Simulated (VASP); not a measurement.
# LuO6N3 in VASP: single point with PBE

Aim: the single point of LuO6N3 with PBE.

Everything below comes from runs of VASP 6.6.1. Logs are shortened: lines on timing, memory, paths and dates and some standing lists are left out, and cuts for length are marked.

### 1 The cell of the first run

The cell holds a molecule in a box, 10 atoms: a = 13.120 Å, b = 13.760 Å, c = 11.070 Å, α = 90.00°, β = 90.00°, γ = 90.00°.

### 2 Single point, PBE

Input file INCAR:

```
SYSTEM = LuN3O6
  PREC = Accurate
  ENCUT = 520
  EDIFF = 1E-7
  ISMEAR = 0
  SIGMA = 0.01
  LREAL = .False.
  LASPH = .True.
  NELM = 100
  ALGO = Normal
  ISIF = 2
  LWAVE = .False.
  LCHARG = .True.
  GGA = PE
  LELF = .True.
  LVHAR = .True.
  NBANDS = 49
```

Input file KPOINTS:

```
Automatic mesh
0
Gamma
  1 1 1
  0 0 0
```

Input file POSCAR:

```
LuN3O6
1.0
   13.1200000000      0.0000000000      0.0000000000
    0.0000000000     13.7600000000      0.0000000000
    0.0000000000      0.0000000000     11.0700000000
Lu O N
1 6 3
Direct
    0.4476791200      0.4999309600      0.5000198700
    0.6032080800      0.5121010200      0.5935365900
    0.6032080800      0.4877601700      0.4065040700
    0.3588605200      0.6222732600      0.5935365900
    0.3809687500      0.6344433100      0.4065040700
    0.3809679900      0.3654186000      0.5935365900
    0.3588605200      0.3775886600      0.4065040700
    0.6570602100      0.4999302300      0.5000198700
    0.3429885700      0.6728270300      0.5000198700
    0.3429878000      0.3270348800      0.5000198700
```

Potentials or basis: VASP PAW PBE potentials, release 64 (Lu, O, N).

On the command line:

```bash
cat potpaw_PBE.64/Lu/POTCAR potpaw_PBE.64/O/POTCAR potpaw_PBE.64/N/POTCAR > POTCAR
mpirun -np 1 vasp_gam > vasp.out
```

OUTCAR:

```text
SYSTEM = LuN3O6
   PREC = Accurate
   ENCUT = 520
   EDIFF = 1E-7
   ISMEAR = 0
   LREAL = .False.
   LASPH = .True.
   NELM = 100
   ISIF = 2
   GGA = PE

 ion  position               nearest neighbor table
   1  0.448  0.500  0.500-   5 2.29   3 2.29   7 2.29   2 2.29   6 2.29   4 2.29   8 2.75   9 2.75
                            10 2.75
   2  0.603  0.512  0.594-   8 1.26   1 2.29
   3  0.603  0.488  0.407-   8 1.26   1 2.29
   4  0.359  0.622  0.594-   9 1.26   1 2.29
   5  0.381  0.634  0.407-   9 1.26   1 2.29
   6  0.381  0.365  0.594-  10 1.26   1 2.29
   7  0.359  0.378  0.407-  10 1.26   1 2.29
   8  0.657  0.500  0.500-   3 1.26   2 1.26   1 2.75
   9  0.343  0.673  0.500-   5 1.26   4 1.26   1 2.75
  10  0.343  0.327  0.500-   7 1.26   6 1.26   1 2.75

  LATTYP: Found a simple orthorhombic cell.
 ALAT       =    11.0700000000
 B/A-ratio  =     1.1851851852
 C/A-ratio  =     1.2429990967

  Lattice vectors:

 A1 = (   0.0000000000,   0.0000000000,  11.0700000000)
 A2 = (  13.1200000000,   0.0000000000,   0.0000000000)
 A3 = (   0.0000000000,  13.7600000000,   0.0000000000)

Analysis of symmetry for initial positions (statically):
=====================================================================
 Subroutine PRICEL returns:
 Original cell was already a primitive cell.

 Routine SETGRP: Setting up the symmetry group for a
 simple orthorhombic supercell.

 Subroutine GETGRP returns: Found  2 space group operations
 (whereof  1 operations were pure point group operations)
 out of a pool of  8 trial point group operations.

The static configuration has the point symmetry C_1 .
 The point group associated with its full space group is C_2 .

Analysis of symmetry for dynamics (positions and initial velocities):
=====================================================================
 Subroutine PRICEL returns:
 Original cell was already a primitive cell.

 Routine SETGRP: Setting up the symmetry group for a
 simple orthorhombic supercell.

 Subroutine GETGRP returns: Found  2 space group operations
 (whereof  1 operations were pure point group operations)
 out of a pool of  8 trial point group operations.

The dynamic configuration has the point symmetry C_1 .
 The point group associated with its full space group is C_2 .

 Subroutine INISYM returns: Found  2 space group operations
 (whereof  1 operations are pure point group operations),
 and found     1 'primitive' translations

----------------------------------------------------------------------------------------

                                     Primitive cell

  volume of cell :    1998.4804

  direct lattice vectors                    reciprocal lattice vectors
    13.120000000  0.000000000  0.000000000     0.076219512  0.000000000  0.000000000
     0.000000000 13.760000000  0.000000000     0.000000000  0.072674419  0.000000000
     0.000000000  0.000000000 11.070000000     0.000000000  0.000000000  0.090334237

  length of vectors
    13.120000000 13.760000000 11.070000000     0.076219512  0.072674419  0.090334237

  position of ions in fractional coordinates (direct lattice)
     0.447679120  0.499930960  0.500019870
     0.603208080  0.512101020  0.593536590
     0.603208080  0.487760170  0.406504070
     0.358860520  0.622273260  0.593536590
     0.380968750  0.634443310  0.406504070
     0.380967990  0.365418600  0.593536590
     0.358860520  0.377588660  0.406504070
     0.657060210  0.499930230  0.500019870
     0.342988570  0.672827030  0.500019870
     0.342987800  0.327034880  0.500019870

  ion indices of the primitive-cell ions
   primitive index   ion index
                 1           1
                 2           2
                 3           3
                 4           4
                 5           5
                 6           6
                 7           7
                 8           8
                 9           9
                10          10

----------------------------------------------------------------------------------------

 KPOINTS: Automatic mesh

Automatic generation of k-mesh.
 Grid dimensions read from file:
 generate k-points for:    1    1    1

 Generating k-lattice:

  Cartesian coordinates                     Fractional coordinates (reciprocal lattice)
     0.076219512  0.000000000  0.000000000     1.000000000  0.000000000  0.000000000
     0.000000000  0.072674419  0.000000000     0.000000000  1.000000000  0.000000000
     0.000000000  0.000000000  0.090334237     0.000000000  0.000000000  1.000000000

  Length of vectors
     0.076219512  0.072674419  0.090334237

  Shift w.r.t. Gamma in fractional coordinates (k-lattice)
     0.000000000  0.000000000  0.000000000

 Subroutine IBZKPT returns following result:
 ===========================================

 Found      1 irreducible k-points:

 Following reciprocal coordinates:
            Coordinates               Weight
  0.000000  0.000000  0.000000      1.000000
   k-points           NKPTS =      1   k-points in BZ     NKDIM =      1   number of bands    NBANDS=     49
   number of dos      NEDOS =    301   number of ions     NIONS =     10
   total plane-waves  NPLWV = 889056
   dimension x,y,z NGX =    98 NGY =  108 NGZ =   84
   dimension x,y,z NGXF=   196 NGYF=  216 NGZF=  168
   ions per type =               1   6   3
   NGX,Y,Z   is equivalent  to a cutoff of  12.42, 13.05, 12.61 a.u.
   NGXF,Y,Z  is equivalent  to a cutoff of  24.84, 26.10, 25.23 a.u.
 SYSTEM =  LuN3O6
   PREC   = accura    normal or accurate (medium, high low for compatibility)
   ISTART =      0    job   : 0-new  1-cont  2-samecut
   ICHARG =      2    charge: 1-file 2-atom 10-const
   ISPIN  =      1    spin polarized calculation?
   LNONCOLLINEAR =      F non collinear calculations
   LSORBIT =      F    spin-orbit coupling
   LASPH  =      T    aspherical Exc in radial PAW
   ENCUT  =  520.0 eV  38.22 Ry    6.18 a.u.  24.39 25.58 20.58*2*pi/ulx,y,z
   NELM   =    100;   NELMIN=  2; NELMDL= -5     # of ELM steps
   EDIFF  = 0.1E-06   stopping-criterion for ELM
   LREAL  =      F    real-space projection
   EDIFFG = 0.1E-05   stopping-criterion for IOM
   NSW    =      0    number of steps for IOM
   IBRION =     -1    ionic relax: 0-MD 1-quasi-New 2-CG
   NFREE  =      0    steps in history (QN), initial steepest desc. (CG)
   ISIF   =      2    stress and relaxation
   ISYM   =      2    0-nonsym 1-usesym 2-fastsym
   POTIM  = 0.5000    time-step for ionic-motion
   TEBEG  =    0.0;   TEEND  =   0.0 temperature during run
   PSTRESS=    0.0 pullay stress
   NELECT =      76.0000    total number of electrons
   NUPDOWN=      -1.0000    fix difference up-down
   EMIN   =  10.00;   EMAX   =-10.00  energy-range for DOS
   EFERMI =   0.00;   METHOD = LEGACY
   ISMEAR =     0;   SIGMA  =   0.01  broadening in eV -4-tet -1-fermi 0-gaus
   EFERMI_NEDOS =   21; number of points for ismear=-14 and -15
   IALGO  =     38    algorithm
   IMIX   =      4    mixing-type and parameters
     AMIX     =   0.40;   BMIX     =  1.00
     AMIX_MAG =   1.60;   BMIX_MAG =  1.00
  volume/ion in A,a.u.               =     199.85      1348.64
  Fermi-wavevector in a.u.,A,eV,Ry     =   0.550528  1.040347  4.123668  0.303081
  Thomas-Fermi vector in A             =   1.582135
   LORBIT       =      0    0 simple, 1 ext, 2 COOP (PROOUT), +10 PAW based schemes
   GGA     = PE    functional components
   LHFCALC =     F    Hartree Fock is set to
   AEXX    =    0.0000 exact exchange contribution
   IVDW    =     0    specifies the selected vdW correction
   LEPSILON=     F    determine dielectric tensor
   LRPA    =     F    only Hartree local field effects (RPA)
 non-spin polarized calculation
 Gauss-broadening in eV      SIGMA  =   0.01
  energy-cutoff  :      520.00
  volume of cell :     1998.48
 maximum number of plane-waves:     26898
 NGX is ok and might be reduce to    98
   NGX = 49   NGY = 51   NGZ = 41

 number of electron      76.0000004 magnetization

 Free energy of the ion-electron system (eV)
  ---------------------------------------------------
  ext. energy  EPLUGINS =         0.00000000
  ---------------------------------------------------
  free energy    TOTEN  =       -66.64561003 eV

  energy without entropy =      -66.64561003  energy(sigma->0) =      -66.64561003

 E-fermi :  -6.5506     XC(G=0):  -1.0880

 val. band max:       -6.7573527932   @ k =   0.0000   0.0000   0.0000
 cond. band min:      -3.9724263626   @ k =   0.0000   0.0000   0.0000
 fundamental gap:      2.7849264306
 Fermi energy:        -6.5506169091

 k-point     1 :       0.0000    0.0000    0.0000
  band No.  band energies     occupation
      1     -61.7971      2.00000
      2     -32.8663      2.00000
      3     -32.8647      2.00000
      4     -32.5886      2.00000
      5     -31.0084      2.00000
      6     -30.5924      2.00000
      7     -30.5863      2.00000
      8     -26.1780      2.00000
      9     -26.1704      2.00000
     10     -26.0940      2.00000
     11     -16.6488      2.00000
     12     -16.3528      2.00000
     13     -16.3457      2.00000
     14     -13.5257      2.00000
     15     -13.5190      2.00000
     16     -13.3675      2.00000
     17     -12.8984      2.00000
     18     -12.8906      2.00000
     19     -12.7748      2.00000
     20     -12.4681      2.00000
     21     -12.2747      2.00000
     22     -12.2669      2.00000
     23     -10.3330      2.00000
     24     -10.3113      2.00000
     25     -10.3113      2.00000
     26     -10.2889      2.00000
     27     -10.2889      2.00000
     28     -10.2507      2.00000
     29     -10.2399      2.00000
     30      -8.6651      2.00000
     31      -8.6587      2.00000
     32      -8.4991      2.00000
     33      -7.9364      2.00000
     34      -7.9303      2.00000
     35      -7.6258      2.00000
     36      -7.3918      2.00000
     37      -6.7655      2.00000
     38      -6.7574      2.00000
     39      -3.9724      0.00000
     40      -3.9651      0.00000
     41      -3.4437      0.00000
     42      -2.0645      0.00000
     43      -0.5773      0.00000
     44      -0.5749      0.00000
     45      -0.5197      0.00000
     46       0.0371      0.00000
     47       0.0406      0.00000
     48       0.3416      0.00000
     49       0.5637      0.00000

------------------------ aborting loop because EDIFF is reached ----------------------------------------

  FORCE on cell =-STRESS in cart. coord.  units (eV):
  Direction    XX          YY          ZZ          XY          YZ          ZX
  --------------------------------------------------------------------------------------
  -------------------------------------------------------------------------------------
  Total        0.5781878      0.5767543      7.5408073      0.0000000      0.0014966      0.0000000
  in kB        0.4635319      0.4623826      6.0454486      0.0000000      0.0011998      0.0000000
  external PRESSURE =       2.3237877 kB  Pullay stress =       0.0000000 kB

 VOLUME and BASIS-vectors are now :
 -----------------------------------------------------------------------------
  energy-cutoff  :      520.00
  volume of cell :     1998.48
      direct lattice vectors                 reciprocal lattice vectors
    13.120000000  0.000000000  0.000000000     0.076219512  0.000000000  0.000000000
     0.000000000 13.760000000  0.000000000     0.000000000  0.072674419  0.000000000
     0.000000000  0.000000000 11.070000000     0.000000000  0.000000000  0.090334237

 POSITION                                       TOTAL-FORCE (eV/Angst)
 -----------------------------------------------------------------------------------
      5.87355      6.87905      5.53522        -0.011419      0.000000      0.000000
      7.91409      7.04651      6.57045        -0.644023      0.184533      1.253091
      7.91409      6.71158      4.50000        -0.644023     -0.184533     -1.253091
      4.70825      8.56248      6.57045         0.166523     -0.655040      1.252194
      4.99831      8.72994      4.50000         0.484497     -0.471388     -1.253096
      4.99830      5.02816      6.57045         0.484497      0.471388      1.253096
      4.70825      5.19562      4.50000         0.166523      0.655040     -1.252194
      8.62063      6.87904      5.53522         1.139264      0.000000      0.000000
      4.50001      9.25810      5.53522        -0.570920      0.988697      0.001367
      4.50000      4.50000      5.53522        -0.570920     -0.988697     -0.001367
 -----------------------------------------------------------------------------------
    total drift:                                0.001657      0.025250     -0.041038

  FREE ENERGIE OF THE ION-ELECTRON SYSTEM (eV)
  ---------------------------------------------------
  free  energy   TOTEN  =       -66.6456100256 eV

  energy  without entropy=      -66.6456100256  energy(sigma->0) =      -66.64561003
```

It took 10 min on 1 thread of Intel Xeon 8259CL, shared host; peak memory 1.5 GiB.

Results:

```
Free energy                     : -66.6456 eV
Largest force                   : 1.424 eV/Å
Gap between the frontier levels : 2.79 eV
```

Forces on the atoms (eV/Å):
```
Lu  -0.011  0.000  0.000
O   -0.644  0.185  1.253
O   -0.644 -0.185 -1.253
O    0.167 -0.655  1.252
O    0.484 -0.471 -1.253
O    0.484  0.471  1.253
O    0.167  0.655 -1.252
N    1.139  0.000  0.000
N   -0.571  0.989  0.001
N   -0.571 -0.989 -0.001
```

Caveat: spin-orbit coupling is left out, which moves the levels of the heavy elements.
